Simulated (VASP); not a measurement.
A run of VASP 6.6.1:

Contents of INCAR:

```
SYSTEM = Ti
ALGO = Fast ; EDIFF = 1E-6
ENCUT = 520 ; GGA = PE
ISIF = 2 ; ISMEAR = 0
LASPH = .TRUE. ; LCHARG = .FALSE.
LREAL = .FALSE. ; LWAVE = .FALSE.
NBANDS = 12 ; NELM = 80
PREC = Accurate ; SIGMA = 0.1
```

The input KPOINTS:

```
k-points
0
G
  16 16 16
  0 0 0
```

Contents of POSCAR:

```
Ti
1.0
    0.0000000000      2.0263460000      2.0263460000
    2.0872460000      0.0000000000      2.0263460000
    2.0872460000      2.0263460000      0.0000000000
Ti
1
Direct
    0.0000000000      0.0000000000      0.0000000000
```

Potentials or basis: VASP PAW PBE potentials, release 64 (Ti_sv).

The run is started by

```sh
$ cat potpaw_PBE.64/Ti_sv/POTCAR > POTCAR
$ mpirun -np 1 vasp_std > vasp.out
```

Hardware: 1 thread of AMD EPYC 9R45 96-Core Processor (Zen 5), with other jobs on the host.

**Question.** How long does it take, and how much memory?

**Answer.** Wall time 56 s on 1 thread of AMD EPYC 9R45 96-Core Processor (Zen 5), with other jobs on the host, peak memory 0.16 GiB. Counts: scf iterations 20, k points 349.
